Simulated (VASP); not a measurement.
# ZnS (F-43m) in VASP: further runs, part 2 of 2

VASP 6.6.1. Earlier steps stand in the parts before.

### Step 3. Single point, r2SCAN

This run uses another cell than the first one, of 19.97 Å³/atom, 1.020 times its volume.

POSCAR

```
ZnS
1.0
    0.0000000000      2.7130308900      2.7130308900
    2.7130308900      0.0000000000      2.7130308900
    2.7130308900      2.7130308900      0.0000000000
Zn S
1 1
Direct
    0.2500000000      0.2500000000      0.2500000000
    0.0000000000      0.0000000000      0.0000000000
```

INCAR.step1

```
SYSTEM = ZnS
PREC = Accurate
ENCUT = 520
ISMEAR = -1
SIGMA = 0.02
LREAL = .False.
LASPH = .True.
NELM = 60
NBANDS = 16
GGA = PE
ALGO = Normal
EDIFF = 1E-4
LWAVE = .True.
LCHARG = .False.
```

INCAR.step2

```
SYSTEM = ZnS
PREC = Accurate
ENCUT = 520
EDIFF = 1E-6
ISMEAR = -1
SIGMA = 0.02
LREAL = .False.
LASPH = .True.
NELM = 60
ALGO = Normal
ISIF = 2
LWAVE = .False.
LCHARG = .False.
METAGGA = R2SCAN
LMIXTAU = .True.
NBANDS = 16
ISTART = 1
```

KPOINTS

```
regular mesh
0
Gamma
  10 10 10
  0 0 0
```

Potentials or basis: VASP PAW PBE potentials, release 64 (Zn, S).

Command:

```
cat potpaw_PBE.64/Zn/POTCAR potpaw_PBE.64/S/POTCAR > POTCAR
cp INCAR.step1 INCAR
mpirun -np 1 vasp_std > vasp.out
cp INCAR.step2 INCAR
mpirun -np 1 vasp_std > vasp.out
```

OUTCAR:

```text
SYSTEM = ZnS
   PREC = Accurate
   ENCUT = 520
   EDIFF = 1E-6
   ISMEAR = -1
   LREAL = .False.
   LASPH = .True.
   NELM = 60
   ISIF = 2
   METAGGA = R2SCAN
   ISTART = 1

 ion  position               nearest neighbor table
   1  0.250  0.250  0.250-   2 2.35   2 2.35   2 2.35   2 2.35
   2  0.000  0.000  0.000-   1 2.35   1 2.35   1 2.35   1 2.35

  LATTYP: Found a face centered cubic cell.
 ALAT       =     5.4260617800

  Lattice vectors:

 A1 = (   0.0000000000,   2.7130308900,   2.7130308900)
 A2 = (   2.7130308900,   0.0000000000,   2.7130308900)
 A3 = (   2.7130308900,   2.7130308900,   0.0000000000)

Analysis of symmetry for initial positions (statically):
=====================================================================
 Subroutine PRICEL returns:
 Original cell was already a primitive cell.

 Routine SETGRP: Setting up the symmetry group for a
 face centered cubic supercell.

 Subroutine GETGRP returns: Found 24 space group operations
 (whereof 24 operations were pure point group operations)
 out of a pool of 48 trial point group operations.

The static configuration has the point symmetry T_d .

Analysis of symmetry for dynamics (positions and initial velocities):
=====================================================================
 Subroutine PRICEL returns:
 Original cell was already a primitive cell.

 Routine SETGRP: Setting up the symmetry group for a
 face centered cubic supercell.

 Subroutine GETGRP returns: Found 24 space group operations
 (whereof 24 operations were pure point group operations)
 out of a pool of 48 trial point group operations.

The dynamic configuration has the point symmetry T_d .

 Subroutine INISYM returns: Found 24 space group operations
 (whereof 24 operations are pure point group operations),
 and found     1 'primitive' translations

[... 111 lines left out ...]
   IALGO  =     38    algorithm
   IMIX   =      4    mixing-type and parameters
     AMIX     =   0.40;   BMIX     =  1.00
     AMIX_MAG =   1.60;   BMIX_MAG =  1.00
  volume/ion in A,a.u.               =      19.97       134.76
  Fermi-wavevector in a.u.,A,eV,Ry     =   1.255165  2.371919 21.435162  1.575440
  Thomas-Fermi vector in A             =   2.388935
   LORBIT       =      0    0 simple, 1 ext, 2 COOP (PROOUT), +10 PAW based schemes
   METAGGA = R2SCAN    functional components
   LHFCALC =     F    Hartree Fock is set to
   AEXX    =    0.0000 exact exchange contribution
   IVDW    =     0    specifies the selected vdW correction
   LEPSILON=     F    determine dielectric tensor
   LRPA    =     F    only Hartree local field effects (RPA)
 non-spin polarized calculation
  energy-cutoff  :      520.00
  volume of cell :       39.94
 maximum number of plane-waves:      1090
 NGX is ok and might be reduce to    30
   NGX = 15   NGY = 15   NGZ = 15

 number of electron      18.0000013 magnetization

 Free energy of the ion-electron system (eV)
  ---------------------------------------------------
  ext. energy  EPLUGINS =         0.00000000
  ---------------------------------------------------
  free energy    TOTEN  =       -18.86278039 eV

  energy without entropy =      -18.86278039  energy(sigma->0) =      -18.86278039

 E-fermi :   2.0918     XC(G=0): -10.2224

 val. band max:        1.7164908142   @ k =   0.0000   0.0000   0.0000
 cond. band min:       4.3341794916   @ k =   0.0000   0.0000   0.0000
 fundamental gap:      2.6176886773
 Fermi energy:         2.0917911048

 k-point     1 :       0.0000    0.0000    0.0000
  band No.  band energies     occupation
      1     -11.8711      2.00000
      2      -4.7341      2.00000
      3      -4.7341      2.00000
      4      -4.7341      2.00000
      5      -4.2045      2.00000
      6      -4.2045      2.00000
[... 433 lines left out ...]
      3      -4.4823      2.00000
      4      -4.4700      2.00000
      5      -4.1806      2.00000
      6      -4.1480      2.00000
[... 8 lines left out ...]
     15      15.7038      0.00000
     16      18.2593      0.00000

 [... further k-points ...]

------------------------ aborting loop because EDIFF is reached ----------------------------------------

  FORCE on cell =-STRESS in cart. coord.  units (eV):
  Direction    XX          YY          ZZ          XY          YZ          ZX
  --------------------------------------------------------------------------------------
  -------------------------------------------------------------------------------------
  Total       -0.3837535     -0.3837535     -0.3837535      0.0000000      0.0000000     -0.0000000
  in kB      -15.3946112    -15.3946112    -15.3946112      0.0000000      0.0000000     -0.0000000
  external PRESSURE =     -15.3946112 kB  Pullay stress =       0.0000000 kB

 VOLUME and BASIS-vectors are now :
 -----------------------------------------------------------------------------
  energy-cutoff  :      520.00
  volume of cell :       39.94
      direct lattice vectors                 reciprocal lattice vectors
     0.000000000  2.713030890  2.713030890    -0.184295727  0.184295727  0.184295727
     2.713030890  0.000000000  2.713030890     0.184295727 -0.184295727  0.184295727
     2.713030890  2.713030890  0.000000000     0.184295727  0.184295727 -0.184295727

 POSITION                                       TOTAL-FORCE (eV/Angst)
 -----------------------------------------------------------------------------------
      1.35652      1.35652      1.35652         0.000000      0.000000     -0.000000
      0.00000      0.00000      0.00000        -0.000000     -0.000000      0.000000
 -----------------------------------------------------------------------------------
    total drift:                               -0.000017     -0.000017     -0.000017

  FREE ENERGIE OF THE ION-ELECTRON SYSTEM (eV)
  ---------------------------------------------------
  free  energy   TOTEN  =       -18.8627803937 eV

  energy  without entropy=      -18.8627803937  energy(sigma->0) =      -18.86278039
```

OUTCAR.step1:

```text
SYSTEM = ZnS
   PREC = Accurate
   ENCUT = 520
   ISMEAR = -1
   LREAL = .False.
   LASPH = .True.
[... 677 lines left out ...]
      1.35652      1.35652      1.35652         0.000000     -0.000000      0.000000
      0.00000      0.00000      0.00000        -0.000000      0.000000     -0.000000
 -----------------------------------------------------------------------------------
    total drift:                                0.000000      0.000000      0.000000

  FREE ENERGIE OF THE ION-ELECTRON SYSTEM (eV)
  ---------------------------------------------------
  free  energy   TOTEN  =        -6.8513425841 eV

  energy  without entropy=       -6.8513425841  energy(sigma->0) =       -6.85134258
```

OSZICAR.step1:

```text
N       E                     dE             d eps       ncg     rms          rms(c)
DAV:   1     0.832300000249E+02    0.83230E+02   -0.84416E+03  1504   0.132E+03
DAV:   2    -0.195600729942E+01   -0.85186E+02   -0.79346E+02  1696   0.261E+02
DAV:   3    -0.722717927590E+01   -0.52712E+01   -0.52464E+01  1920   0.607E+01
DAV:   4    -0.727780095282E+01   -0.50622E-01   -0.50609E-01  1792   0.620E+00
DAV:   5    -0.727832761672E+01   -0.52666E-03   -0.52665E-03  1976   0.607E-01    0.671E+00
DAV:   6    -0.687139002872E+01    0.40694E+00   -0.73456E-01  2240   0.298E+01    0.525E+00
DAV:   7    -0.685164325664E+01    0.19747E-01   -0.24683E-01  1824   0.444E+00    0.270E+00
DAV:   8    -0.685092085019E+01    0.72241E-03   -0.49790E-03  1904   0.815E-01    0.708E-01
DAV:   9    -0.685117886611E+01   -0.25802E-03   -0.12120E-03  1808   0.279E-01    0.982E-02
DAV:  10    -0.685135123986E+01   -0.17237E-03   -0.23115E-04  1848   0.136E-01    0.539E-02
DAV:  11    -0.685134258409E+01    0.86558E-05   -0.32698E-05  1008   0.808E-02
   1 F= -.68513426E+01 E0= -.68513426E+01  d E =-.386957E-12
```

Run time: 63 s. Hardware: 1 thread of Intel Xeon 6975P-C (Granite Rapids), shared host; peak memory 0.18 GiB.

Results:

```yaml
Free_energy: -18.8628 eV
Pressure: -1.5 GPa
Band_gap_on_the_k_mesh: 2.62 eV, direct
```

Levels at points of the mesh, in eV from the valence-band top:
```tsv
k point	band 7	band 8	band 9	band 10	band 11	band 12
(0.00, 0.00, 0.00)	0.00	0.00	0.00	2.62	6.91	6.91
(0.50, 0.00, 0.00)	-5.31	-0.87	-0.87	3.79	7.40	7.40
(0.50, 0.50, 0.00)	-4.56	-2.24	-2.24	3.75	4.48	11.67
```

Caveat: the PAW data sets were made with another functional, which shifts forces and pressure a little.

### Step 4. Single point, r2SCAN

This run uses another cell than the first one, of 20.36 Å³/atom, 1.040 times its volume.

POSCAR

```
ZnS
1.0
    0.0000000000      2.7306484700      2.7306484700
    2.7306484700      0.0000000000      2.7306484700
    2.7306484700      2.7306484700      0.0000000000
Zn S
1 1
Direct
    0.2500000000      0.2500000000      0.2500000000
    0.0000000000      0.0000000000      0.0000000000
```

INCAR.step1

```
SYSTEM = ZnS
PREC = Accurate ; ENCUT = 520
ISMEAR = -1 ; SIGMA = 0.02
LREAL = .False. ; LASPH = .True.
NELM = 60 ; NBANDS = 16
GGA = PE ; ALGO = Normal
EDIFF = 1E-4 ; LWAVE = .True.
LCHARG = .False.
```

INCAR.step2

```
SYSTEM = ZnS
PREC = Accurate ; ENCUT = 520
EDIFF = 1E-7 ; ISMEAR = -1
SIGMA = 0.02 ; LREAL = .False.
LASPH = .True. ; NELM = 60
ALGO = Normal ; ISIF = 2
LWAVE = .False. ; LCHARG = .False.
METAGGA = R2SCAN ; LMIXTAU = .True.
NBANDS = 16 ; ISTART = 1
```

KPOINTS

```
Automatic mesh
0
Gamma
  10 10 10
  0 0 0
```

Command:

```
cat potpaw_PBE.64/Zn/POTCAR potpaw_PBE.64/S/POTCAR > POTCAR
cp INCAR.step1 INCAR
mpirun -np 1 vasp_std > vasp.out
cp INCAR.step2 INCAR
mpirun -np 1 vasp_std > vasp.out
```

It took 78 s on 1 thread of Intel Xeon 6975P-C (Granite Rapids), shared host; peak memory 0.18 GiB.

Results (log left out):

```
Free energy            : -18.8519 eV
Pressure               : -2.8 GPa
Band gap on the k mesh : 2.53 eV, direct
```

Levels at points of the mesh, in eV from the valence-band top:
```
           k point  band 7  band 8  band 9  band 10  band 11  band 12
(0.00, 0.00, 0.00)    0.00    0.00    0.00     2.53     6.92     6.92
(0.50, 0.00, 0.00)   -5.18   -0.84   -0.84     3.75     7.41     7.41
(0.50, 0.50, 0.00)   -4.49   -2.16   -2.16     3.80     4.48    11.52
```

Caveat: the PAW data sets were made with another functional, which shifts forces and pressure a little.

### Step 5. Single point, r2SCAN

This run uses another cell than the first one, of 20.75 Å³/atom, 1.060 times its volume.

POSCAR

```
ZnS
1.0
    0.0000000000      2.7480416000      2.7480416000
    2.7480416000      0.0000000000      2.7480416000
    2.7480416000      2.7480416000      0.0000000000
Zn S
1 1
Direct
    0.2500000000      0.2500000000      0.2500000000
    0.0000000000      0.0000000000      0.0000000000
```

INCAR.step1

```
PREC = Accurate
ENCUT = 520
ISMEAR = -1
SIGMA = 0.02
LREAL = False
LASPH = True
NELM = 60
NBANDS = 16
GGA = PE
ALGO = Normal
EDIFF = 1E-4
LWAVE = True
LCHARG = False
```

INCAR.step2

```
PREC = Accurate
ENCUT = 520
EDIFF = 1E-6
ISMEAR = -1
SIGMA = 0.02
LREAL = False
LASPH = True
NELM = 60
ALGO = Normal
ISIF = 2
LWAVE = False
LCHARG = False
METAGGA = R2SCAN
LMIXTAU = True
NBANDS = 16
ISTART = 1
```

KPOINTS

```
regular mesh
0
Gamma
  10 10 10
```

Potentials or basis: VASP PAW PBE potentials, release 64 (Zn, S).

Command:

```
cat potpaw_PBE.64/Zn/POTCAR potpaw_PBE.64/S/POTCAR > POTCAR
cp INCAR.step1 INCAR
mpirun -np 1 vasp_std > vasp.out
cp INCAR.step2 INCAR
mpirun -np 1 vasp_std > vasp.out
```

OUTCAR:

```text
PREC = Accurate
   ENCUT = 520
   EDIFF = 1E-6
   ISMEAR = -1
   LREAL = False
   LASPH = True
   NELM = 60
   ISIF = 2
   METAGGA = R2SCAN
   ISTART = 1

 ion  position               nearest neighbor table
   1  0.250  0.250  0.250-   2 2.38   2 2.38   2 2.38   2 2.38
   2  0.000  0.000  0.000-   1 2.38   1 2.38   1 2.38   1 2.38

  LATTYP: Found a face centered cubic cell.
 ALAT       =     5.4960832000

  Lattice vectors:

 A1 = (   0.0000000000,   2.7480416000,   2.7480416000)
 A2 = (   2.7480416000,   0.0000000000,   2.7480416000)
 A3 = (   2.7480416000,   2.7480416000,   0.0000000000)

Analysis of symmetry for initial positions (statically):
=====================================================================
 Subroutine PRICEL returns:
 Original cell was already a primitive cell.

 Routine SETGRP: Setting up the symmetry group for a
 face centered cubic supercell.

 Subroutine GETGRP returns: Found 24 space group operations
 (whereof 24 operations were pure point group operations)
 out of a pool of 48 trial point group operations.

The static configuration has the point symmetry T_d .

Analysis of symmetry for dynamics (positions and initial velocities):
=====================================================================
 Subroutine PRICEL returns:
 Original cell was already a primitive cell.

 Routine SETGRP: Setting up the symmetry group for a
 face centered cubic supercell.

 Subroutine GETGRP returns: Found 24 space group operations
 (whereof 24 operations were pure point group operations)
 out of a pool of 48 trial point group operations.

The dynamic configuration has the point symmetry T_d .

 Subroutine INISYM returns: Found 24 space group operations
 (whereof 24 operations are pure point group operations),
[... 110 lines left out ...]
   EFERMI =   0.00;   METHOD = LEGACY
   ISMEAR =    -1;   SIGMA  =   0.02  broadening in eV -4-tet -1-fermi 0-gaus
   EFERMI_NEDOS =   21; number of points for ismear=-14 and -15
   IALGO  =     38    algorithm
   IMIX   =      4    mixing-type and parameters
     AMIX     =   0.40;   BMIX     =  1.00
     AMIX_MAG =   1.60;   BMIX_MAG =  1.00
  volume/ion in A,a.u.               =      20.75       140.04
  Fermi-wavevector in a.u.,A,eV,Ry     =   1.239174  2.341700 20.892463  1.535553
  Thomas-Fermi vector in A             =   2.373669
   LORBIT       =      0    0 simple, 1 ext, 2 COOP (PROOUT), +10 PAW based schemes
   METAGGA = R2SCAN    functional components
   LHFCALC =     F    Hartree Fock is set to
   AEXX    =    0.0000 exact exchange contribution
   IVDW    =     0    specifies the selected vdW correction
   LEPSILON=     F    determine dielectric tensor
   LRPA    =     F    only Hartree local field effects (RPA)
 non-spin polarized calculation
  energy-cutoff  :      520.00
  volume of cell :       41.50
 maximum number of plane-waves:      1139
 NGX is ok and might be reduce to    30
   NGX = 15   NGY = 15   NGZ = 15

 number of electron      17.9999996 magnetization

 Free energy of the ion-electron system (eV)
  ---------------------------------------------------
  ext. energy  EPLUGINS =         0.00000000
  ---------------------------------------------------
  free energy    TOTEN  =       -18.83483117 eV

  energy without entropy =      -18.83483117  energy(sigma->0) =      -18.83483117

 E-fermi :   1.7380     XC(G=0): -10.0301

 val. band max:        1.3686793046   @ k =   0.0000   0.0000   0.0000
 cond. band min:       3.8098261120   @ k =   0.0000   0.0000   0.0000
 fundamental gap:      2.4411468073
 Fermi energy:         1.7379953645

 k-point     1 :       0.0000    0.0000    0.0000
  band No.  band energies     occupation
      1     -11.9543      2.00000
      2      -4.9430      2.00000
      3      -4.9430      2.00000
      4      -4.9430      2.00000
      5      -4.4606      2.00000
      6      -4.4606      2.00000
[... 433 lines left out ...]
      3      -4.7125      2.00000
      4      -4.6994      2.00000
      5      -4.4344      2.00000
      6      -4.4099      2.00000
[... 8 lines left out ...]
     15      15.2781      0.00000
     16      17.6292      0.00000

 [... further k-points ...]

------------------------ aborting loop because EDIFF is reached ----------------------------------------

  FORCE on cell =-STRESS in cart. coord.  units (eV):
  Direction    XX          YY          ZZ          XY          YZ          ZX
  --------------------------------------------------------------------------------------
  -------------------------------------------------------------------------------------
  Total       -1.0501981     -1.0501981     -1.0501981      0.0000000      0.0000000      0.0000000
  in kB      -40.5398296    -40.5398296    -40.5398296      0.0000000      0.0000000      0.0000000
  external PRESSURE =     -40.5398296 kB  Pullay stress =       0.0000000 kB

 VOLUME and BASIS-vectors are now :
 -----------------------------------------------------------------------------
  energy-cutoff  :      520.00
  volume of cell :       41.50
      direct lattice vectors                 reciprocal lattice vectors
     0.000000000  2.748041600  2.748041600    -0.181947755  0.181947755  0.181947755
     2.748041600  0.000000000  2.748041600     0.181947755 -0.181947755  0.181947755
     2.748041600  2.748041600  0.000000000     0.181947755  0.181947755 -0.181947755

 POSITION                                       TOTAL-FORCE (eV/Angst)
 -----------------------------------------------------------------------------------
      1.37402      1.37402      1.37402        -0.000000     -0.000000     -0.000000
      0.00000      0.00000      0.00000         0.000000      0.000000      0.000000
 -----------------------------------------------------------------------------------
    total drift:                               -0.000017     -0.000017     -0.000017

  FREE ENERGIE OF THE ION-ELECTRON SYSTEM (eV)
  ---------------------------------------------------
  free  energy   TOTEN  =       -18.8348311656 eV

  energy  without entropy=      -18.8348311656  energy(sigma->0) =      -18.83483117
```

OUTCAR.step1:

```text
PREC = Accurate
   ENCUT = 520
   ISMEAR = -1
   LREAL = False
   LASPH = True
[... 677 lines left out ...]
      1.37402      1.37402      1.37402        -0.000000     -0.000000      0.000000
      0.00000      0.00000      0.00000         0.000000      0.000000     -0.000000
 -----------------------------------------------------------------------------------
    total drift:                                0.000000      0.000000      0.000000

  FREE ENERGIE OF THE ION-ELECTRON SYSTEM (eV)
  ---------------------------------------------------
  free  energy   TOTEN  =        -6.8467302761 eV

  energy  without entropy=       -6.8467302761  energy(sigma->0) =       -6.84673028
```

It took 66 s on 1 thread of Intel Xeon 6975P-C (Granite Rapids), shared host; peak memory 0.18 GiB.

What came out:

* Free energy: -18.8348 eV
* Pressure: -4.1 GPa
* Band gap on the k mesh: 2.44 eV, direct

Caveat: the PAW data sets were made with another functional, which shifts forces and pressure a little.

### Step 6. Summary

```csv
cell,gap on the mesh (eV),pressure (GPa)
"a = 3.812 Å, angles 60.0°, 2 atoms",2.71,0.0
"a = 3.837 Å, angles 60.0°, 2 atoms",2.62,-1.5
"a = 3.862 Å, angles 60.0°, 2 atoms",2.53,-2.8
"a = 3.886 Å, angles 60.0°, 2 atoms",2.44,-4.1
```

Alike in all rows: task single point; level r2SCAN; potentials or basis VASP PAW PBE potentials, release 64 (Zn, S); no spin polarisation; k mesh 10 × 10 × 10; cutoff (eV) 520; smearing fermi-dirac 0.02 eV.

Caveats: the PAW data sets were made with another functional, which shifts forces and pressure a little.

Absolute energies hang on the potentials; compare differences alone.

### Step 7. Comparison with measurements

Step 2. Against the measured gap of ZnS, 3.85 eV (direct; 19 K; quoted in “Electronic, vibrational, and thermodynamic properties of ZnS (zincblende and rocksalt structure)”, 2009, arxiv:0911.5022), the calculated 2.71 eV is off by -1.14 eV. The value is that of r2SCAN, without temperature or zero-point motion.

Step 3. Against the measured gap of ZnS, 3.85 eV (direct; 19 K; quoted in “Electronic, vibrational, and thermodynamic properties of ZnS (zincblende and rocksalt structure)”, 2009, arxiv:0911.5022), the calculated 2.62 eV is off by -1.23 eV. The value is that of r2SCAN, without temperature or zero-point motion.

Step 4. A measured gap of ZnS is 3.85 eV (direct; 19 K; quoted in “Electronic, vibrational, and thermodynamic properties of ZnS (zincblende and rocksalt structure)”, 2009, arxiv:0911.5022); the calculated 2.53 eV misses it by -1.32 eV. The value is that of r2SCAN, without temperature or zero-point motion.
